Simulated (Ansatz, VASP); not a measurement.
## One calculation of AlCd, two programs

```
Al Cd
1.0
     1.91963    1.10830    3.18576
    -1.91963    1.10830    3.18576
     0.00000   -2.21659    3.18576
Al Cd
1 1
Direct
  0.50000 0.50000 0.50000
  0.00000 0.00000 0.00000
```

Change from the starting cell: volume scaled by 1.04.

Alike in both runs: task single point; functional PBE; k mesh 9 × 9 × 9; occupations fermi-dirac, width 0.05 eV; no spin polarisation.

|  | VASP | Ansatz |
| --- | --- | --- |
| version | VASP 6.6.1 | Ansatz 0.2.0 |
| potentials or method | VASP PAW PBE potentials, release 64 (Al, Cd), cutoff 520 eV | all-electron LAPW, scalar-relativistic |

```csv
,VASP,Ansatz,Ansatz less VASP
gap on the k mesh at the Fermi level (eV),none,none,-
pressure (GPa),7.8,7.6,-0.19
"traceless stress, the component that is largest in VASP (GPa)",-0.11,-0.08,+0.031
```

A gap of «none» marks a metal or a gap that the smearing closes. Ansatz ran all-electron here, and VASP with PAW potentials.
